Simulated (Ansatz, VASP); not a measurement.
# Sn3Se: VASP beside Ansatz

```xyz
4
Lattice="0.0000 3.6569 3.6569 3.6569 0.0000 3.6569 3.6569 3.6569 0.0000" Properties=species:S:1:pos:R:3 pbc="T T T"
Sn    3.6569    3.6569    3.6569
Sn    5.4854    5.4854    5.4854
Sn    1.8285    1.8285    1.8285
Se    0.0000    0.0000    0.0000
```

Change from the starting cell: volume scaled by 0.94.

Alike in both runs: task single point; functional LDA; k mesh 6 × 6 × 6; occupations fermi-dirac, width 0.05 eV; no spin polarisation.

|  | VASP | Ansatz |
| --- | --- | --- |
| version | VASP 6.6.1 | Ansatz 0.2.0 |
| potentials or method | VASP PAW LDA potentials, release 64 (Sn_d, Se), cutoff 520 eV | all-electron LAPW, scalar-relativistic |

Ansatz gave:

```
gap on the k mesh at the Fermi level (eV) : none
pressure (GPa)                            : -1.5
```

Q: What did VASP give for the same quantities?

A: gap on the k mesh at the Fermi level (eV): none; pressure (GPa): -1.4.

LDA's correlation is that of Perdew and Zunger in VASP and of Perdew and Wang (1992) in Ansatz. A gap of «none» marks a metal or a gap that the smearing closes. Ansatz ran all-electron here, and VASP with PAW potentials.
